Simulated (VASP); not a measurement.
Here is a VASP 6.6.1 calculation.

File INCAR:

```
SYSTEM = CO2
  ALGO = Normal
  EDIFF = 1E-6
  ENCUT = 910
  GGA = PS
  GGA_COMPAT = .FALSE.
  ISIF = 2
  ISMEAR = -1
  LASPH = .TRUE.
  LCHARG = .TRUE.
  LELF = .TRUE.
  LREAL = Auto
  LVHAR = .TRUE.
  LWAVE = .FALSE.
  NBANDS = 101
  NELM = 120
  PREC = Accurate
  SIGMA = 0.02
```

Contents of KPOINTS:

```
k-points
0
G
  1 1 1
  0 0 0
```

Contents of POSCAR:

```
CO2
1.0
    8.7065880000      0.0000000000      0.0000000000
    0.0000000000      8.7065880000      0.0000000000
    0.0000000000      0.0000000000      8.7065880000
C O
10 20
Direct
    0.7561515487      0.4480630070      0.3505736116
    0.4078750482      0.5313677413      0.9127685840
    0.9516127328      0.1203226798      1.0585087982
    0.4235183748      0.2642596618      0.5510999257
    0.4737447092      0.0420830755      1.0115443616
    0.8199997519      0.3901643215      0.7834067720
    0.6724907622      0.7817758231      0.5874861656
    0.2253465996      0.5995459990      0.3682383960
    0.1699517653      1.0091553660      0.4127793804
    0.1018539065      0.7380962554      0.8000148853
    0.7537166109      0.3837553816      0.4644184381
    0.7533720442      0.5261073569      0.2424485918
    0.3999040726      0.6410433111      0.8339432163
    0.3939660404      0.4348775892      1.0034011027
    0.9912378994      0.2369929529      1.1167865070
    0.9101498773      0.0180323222      0.9775586028
    0.3540767061      0.3776220949      0.5262222124
    0.4922364536      0.1531024553      0.5762647779
    0.5389482080      0.0290929122      0.8948396318
    0.3910831660      0.0546253021      1.1207949658
    0.9314670684      0.3168290495      0.7569785087
    0.7145164099      0.4657622481      0.8001067697
    0.6127543878      0.8032767831      0.4662216703
    0.7332378654      0.7686018909      0.7034098777
    0.1104221309      0.6049671812      0.4377030359
    0.3435674227      0.6044043890      0.3037355161
    0.1947031374      0.9443423761      0.2971313217
    0.1399170375      1.0894393992      0.5178722135
    0.0717043232      0.6559630478      0.9038443073
    0.1356558964      0.8357349630      0.7119666165
```

Potentials or basis: VASP PAW PBE potentials, release 64 (C_h, O_h).

Run with:

```sh
$ cat potpaw_PBE.64/C_h/POTCAR potpaw_PBE.64/O_h/POTCAR > POTCAR
$ mpirun -np 1 vasp_gam > vasp.out
```

**Question.** Estimate the pressure.

**Answer.** -0.4 GPa.

**Question.** What does it give for the largest force?

**Answer.** 4.591 eV/Å.

Stress tensor (GPa, compression positive):
```
-0.35 -0.41  0.39
-0.41 -0.49 -1.11
 0.39 -1.11 -0.49
```

Caveat: the k points lie up to 0.72 Å⁻¹ apart; the cutoff is under 1.25 times the usual one of these potentials, so pressure, stress and relaxed cells hold a basis-set (Pulay) error; the PAW data sets were made with another functional, which shifts forces and pressure a little.
